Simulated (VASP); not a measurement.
Here is a VASP 6.6.1 calculation.

File INCAR:

```
SYSTEM = Ru
ALGO     = Fast           ! electronic algorithm
EDIFF    = 1E-6           ! SCF threshold, eV
ENCUT    = 520            ! plane-wave cutoff, eV
GGA      = PS             ! functional
ISIF     = 2              ! what is computed and relaxed
ISMEAR   = 0              ! smearing method
LASPH    = .TRUE.         ! aspherical terms in the spheres
LCHARG   = .FALSE.        ! write CHGCAR
LREAL    = .FALSE.        ! projectors in reciprocal space
LWAVE    = .FALSE.        ! write WAVECAR
NBANDS   = 21             ! bands
NELM     = 60             ! most SCF steps
PREC     = Accurate       ! precision mode
SIGMA    = 0.1            ! smearing width, eV
```

Contents of KPOINTS:

```
k-points
0
G
  24 24 12
  0 0 0
```

Contents of POSCAR:

```
Ru
1.0
    2.6894812013      0.0000000000      0.0000000000
   -1.3447406006      2.3291590433      0.0000000000
    0.0000000000      0.0000000000      4.3795013400
Ru
2
Direct
    0.3333333333      0.6666666667      0.2500000000
    0.6666666667      0.3333333333      0.7500000000
```

Potentials or basis: VASP PAW PBE potentials, release 64 (Ru_pv).

The run is started by

```console
$ cat potpaw_PBE.64/Ru_pv/POTCAR > POTCAR
$ mpirun -np 1 vasp_std > vasp.out
```

(1) Predict the pressure.

(2) What does it give for the band gap on the k mesh?

## Answers

(1) -9.6 GPa.

(2) zero (bands 14 and 15 overlap by 3.10 eV).

Caveat: the cell differs from its parent crystal (strain along c alone, the other axes held: +3.0 %); the cell stands under tension; the PAW data sets were made with another functional, which shifts forces and pressure a little.
